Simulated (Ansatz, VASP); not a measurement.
## One calculation of CaS, two programs

```
Ca S
1.0
     0.00000    2.84679    2.84679
     2.84679    0.00000    2.84679
     2.84679    2.84679    0.00000
Ca S
1 1
Direct
  0.50000 0.50000 0.50000
  0.00000 0.00000 0.00000
```

Alike in both runs: task single point; functional r2SCAN; k mesh 8 × 8 × 8; occupations gaussian, width 0.05 eV; no spin polarisation.

|  | VASP | Ansatz |
| --- | --- | --- |
| version | VASP 6.6.1 | Ansatz 0.2.0 |
| potentials or method | VASP PAW PBE potentials, release 64 (Ca_sv, S), cutoff 550 eV | scalar-relativistic, plane waves, PAW |
| valence electrons in the cell | 16 | 16 |

|  | VASP | Ansatz | Ansatz less VASP |
| --- | --- | --- | --- |
| gap on the k mesh at the Fermi level (eV) | 2.80 | 2.80 | -0.003 |
| least direct gap on the mesh (eV) | 3.63 | 3.63 | 0.000 |
| pressure (GPa) | 0.4 | 0.1 | -0.31 |

VASP's potentials were made for PBE, not for r2SCAN. With one functional, cell and mesh, what is left measures potentials, basis and numerics.
